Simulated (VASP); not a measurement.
# BiTe (Fm-3m) in VASP: settings compared, part 2 of 2

VASP 6.6.1. The steps go on from the part before.

## 3. Single point, r2SCAN

This run uses another cell than the first one, of 35.21 Å³/atom.

POSCAR reads:

```
BiTe
1.0
    0.0000000000      3.2775706714      3.2775706714
    3.2775706714      0.0000000000      3.2775706714
    3.2775706714      3.2775706714      0.0000000000
Bi Te
1 1
Direct
    0.0000000000      0.0000000000      0.0000000000
    0.5000000000      0.5000000000      0.5000000000
```

INCAR.step1 reads:

```
  ALGO = Normal
  EDIFF = 1E-4
  ENCUT = 520
  GGA = PE
  ISMEAR = -1
  LASPH = True
  LCHARG = False
  LREAL = False
  LWAVE = True
  NBANDS = 18
  NELM = 100
  PREC = Accurate
  SIGMA = 0.05
```

INCAR.step2 reads:

```
  ALGO = Normal
  EDIFF = 1E-6
  ENCUT = 520
  ISIF = 2
  ISMEAR = -1
  ISTART = 1
  LASPH = True
  LCHARG = False
  LMIXTAU = True
  LREAL = False
  LWAVE = False
  METAGGA = R2SCAN
  NBANDS = 18
  NELM = 100
  PREC = Accurate
  SIGMA = 0.05
```

KPOINTS reads:

```
k-points
0
Gamma
  7 7 7
```

Potentials or basis: VASP PAW PBE potentials, release 64 (Bi_d, Te).

On the command line:

```bash
> cat potpaw_PBE.64/Bi_d/POTCAR potpaw_PBE.64/Te/POTCAR > POTCAR
> cp INCAR.step1 INCAR
> mpirun -np 1 vasp_std > vasp.out
> cp INCAR.step2 INCAR
> mpirun -np 1 vasp_std > vasp.out
```

Wall time 2.5 min (1 thread of Intel Xeon 8259CL, shared host); peak memory 0.23 GiB.

It converged, with:

| Item | Value |
| --- | --- |
| Free energy | -84.0013 eV |
| Pressure | -1.8 GPa |
| Band gap on the k mesh | zero (an odd number of electrons rules out a gap without spin polarisation) |

Levels at points of the mesh, in eV from the Fermi level:
```
           k point  band 6  band 7  band 8  band 9  band 10  band 11  band 12  band 13  band 14  band 15
(0.00, 0.00, 0.00)  -13.91   -8.50   -2.72   -2.72    -2.72     2.12     2.12     2.12     5.04     5.04
```

Caveat: the PAW data sets were made with another functional, which shifts forces and pressure a little; spin-orbit coupling is left out, which moves the levels of the heavy elements.

## 4. Single point, r2SCAN, non-collinear spin, zero start, spin-orbit coupling

POSCAR reads:

```
BiTe
1.0
    0.0000000000      3.2350000000      3.2350000000
    3.2350000000      0.0000000000      3.2350000000
    3.2350000000      3.2350000000      0.0000000000
Bi Te
1 1
Direct
    0.0000000000      0.0000000000      0.0000000000
    0.5000000000      0.5000000000      0.5000000000
```

INCAR.step1 reads:

```
  PREC = Accurate
  ENCUT = 520
  ISMEAR = -1
  SIGMA = 0.05
  LREAL = False
  LASPH = True
  NELM = 150
  LNONCOLLINEAR = True
  MAGMOM = 0 0 0 0 0 0
  LSORBIT = True
  GGA_COMPAT = False
  NBANDS = 33
  GGA = PE
  ALGO = Normal
  EDIFF = 1E-4
  LWAVE = True
  LCHARG = False
```

INCAR.step2 reads:

```
  PREC = Accurate
  ENCUT = 520
  EDIFF = 1E-7
  ISMEAR = -1
  SIGMA = 0.05
  LREAL = False
  LASPH = True
  NELM = 150
  ALGO = Normal
  ISIF = 2
  LWAVE = False
  LCHARG = False
  LNONCOLLINEAR = True
  MAGMOM = 0 0 0 0 0 0
  LORBIT = 11
  LSORBIT = True
  GGA_COMPAT = False
  LORBMOM = True
  METAGGA = R2SCAN
  LMIXTAU = True
  NBANDS = 33
  ISTART = 1
```

KPOINTS reads:

```
regular mesh
0
Gamma
  7 7 7
```

On the command line:

```bash
> cat potpaw_PBE.64/Bi_d/POTCAR potpaw_PBE.64/Te/POTCAR > POTCAR
> cp INCAR.step1 INCAR
> mpirun -np 1 vasp_ncl > vasp.out
> cp INCAR.step2 INCAR
> mpirun -np 1 vasp_ncl > vasp.out
```

Wall time 8.9 min (1 thread of Intel Xeon Platinum 8375C at 2.90GHz (Ice Lake), shared host); peak memory 0.49 GiB.

The run converged. Its results:

| Quantity | Value |
| --- | --- |
| Free energy | -84.9873 eV |
| Pressure | 1.3 GPa |
| Net moment | 0.00 μB per cell |
| Valence electrons inside the program's atomic spheres | Bi 12.66; Te 3.38 |

Moments on the atoms (μB; x, y, z):
```
Bi  0.00 0.00 0.00
Te  0.00 0.00 0.00
```

Caveat: the PAW data sets were made with another functional, which shifts forces and pressure a little.

## 5. Single point, BLYP, non-collinear spin, zero start, spin-orbit coupling

INCAR reads:

```
AGGAC = 1.0 ; AGGAX = 1.0
ALDAC = 0.0 ; ALDAX = 1.0
ALGO = Normal ; EDIFF = 1E-6
ENCUT = 520 ; GGA = B5
GGA_COMPAT = F ; ISIF = 2
ISMEAR = 0 ; LASPH = T
LCHARG = F ; LORBIT = 11
LORBMOM = T ; LREAL = F
LSORBIT = T ; LWAVE = F
MAGMOM = 0 0 0 0 0 0 ; NBANDS = 33
NELM = 150 ; PREC = Accurate
SIGMA = 0.1
```

KPOINTS reads:

```
k-points
0
Gamma
  5 5 5
```

POSCAR is that of step 4.

On the command line:

```bash
> cat potpaw_PBE.64/Bi_d/POTCAR potpaw_PBE.64/Te/POTCAR > POTCAR
> mpirun -np 1 vasp_ncl > vasp.out
```

Run time: 100 s. Hardware: 1 thread of Intel Xeon 8259CL, shared host; peak memory 0.39 GiB.

It converged, with:

* Free energy: -6.7648 eV
* Pressure: 6.4 GPa
* Net moment: 0.00 μB per cell
* Valence electrons inside the program's atomic spheres: Bi 12.74; Te 3.40

Moments on the atoms (μB; x, y, z):
```
Bi  0.00 0.00 0.00
Te  0.00 0.00 0.00
```

Caveat: the cell stands under pressure; the PAW data sets were made with another functional, which shifts forces and pressure a little.

## 6. Single point, PBEsol, non-collinear spin, zero start, spin-orbit coupling (33.86 Å³/atom)

INCAR reads:

```
PREC     = Accurate       # precision mode
ENCUT    = 520            # plane-wave cutoff, eV
EDIFF    = 1E-7           # SCF threshold, eV
ISMEAR   = 0              # smearing method
SIGMA    = 0.01           # smearing width, eV
LREAL    = F              # projectors in reciprocal space
LASPH    = T              # aspherical terms in the spheres
NELM     = 150            # most SCF steps
ALGO     = Normal         # electronic algorithm
ISIF     = 2              # what is computed and relaxed
LWAVE    = F              # write WAVECAR
LCHARG   = F              # write CHGCAR
LNONCOLLINEAR= T              # non-collinear magnetism
MAGMOM   = 0 0 0 0 0 0    # initial moments
LORBIT   = 11             # projections on sites
LSORBIT  = T              # spin-orbit coupling
GGA_COMPAT= F            
LORBMOM  = T            
GGA      = PS             # functional
NBANDS   = 33             # bands
```

KPOINTS reads:

```
Automatic mesh
0
Gamma
  5 5 5
```

POSCAR is that of step 5.

Potentials or basis: VASP PAW PBE potentials, release 64 (Bi_d, Te).

On the command line:

```bash
> cat potpaw_PBE.64/Bi_d/POTCAR potpaw_PBE.64/Te/POTCAR > POTCAR
> mpirun -np 1 vasp_ncl > vasp.out
```

Wall time 95 s (1 thread of Intel Xeon 8259CL, shared host); peak memory 0.39 GiB.

The run converged. Its results:

- Free energy: -8.8597 eV
- Pressure: 0.2 GPa
- Net moment: 0.00 μB per cell
- Valence electrons inside the program's atomic spheres: Bi 12.69; Te 3.34

Moments on the atoms (μB; x, y, z):
```
Bi  0.00 0.00 0.00
Te  0.00 0.00 0.00
```

Caveat: the PAW data sets were made with another functional, which shifts forces and pressure a little.

## 7. Overview

| level | spin | cell | k mesh | smearing | gap on the mesh (eV) | pressure (GPa) | moment (μB) |
| --- | --- | --- | --- | --- | --- | --- | --- |
| r2SCAN | off | a = 4.575 Å, angles 60.0°, 2 atoms | 7 × 7 × 7 | fermi-dirac 0.05 eV | none | 0.1 | - |
| r2SCAN | off | a = 4.635 Å, angles 60.0°, 2 atoms | 7 × 7 × 7 | fermi-dirac 0.05 eV | none | -1.8 | - |
| r2SCAN | non-collinear, zero start, SOC | a = 4.575 Å, angles 60.0°, 2 atoms | 7 × 7 × 7 | fermi-dirac 0.05 eV | - | 1.3 | 0.00 |
| BLYP | non-collinear, zero start, SOC | a = 4.575 Å, angles 60.0°, 2 atoms | 5 × 5 × 5 | gaussian 0.1 eV | - | 6.4 | 0.00 |
| PBEsol | non-collinear, zero start, SOC | a = 4.575 Å, angles 60.0°, 2 atoms | 5 × 5 × 5 | gaussian 0.01 eV | - | 0.2 | 0.00 |

Alike in all rows: task single point; potentials or basis VASP PAW PBE potentials, release 64 (Bi_d, Te); cutoff (eV) 520.

The pressure there spans 0.1 GPa (r2SCAN) to 6.4 GPa (BLYP); a positive pressure means that this level wants a larger cell, a negative one a smaller.

Caveats: the PAW data sets were made with another functional, which shifts forces and pressure a little; spin-orbit coupling is left out, which moves the levels of the heavy elements (at least some runs); the cell stands under pressure (at least some runs).

Absolute energies hang on the potentials; compare differences alone.
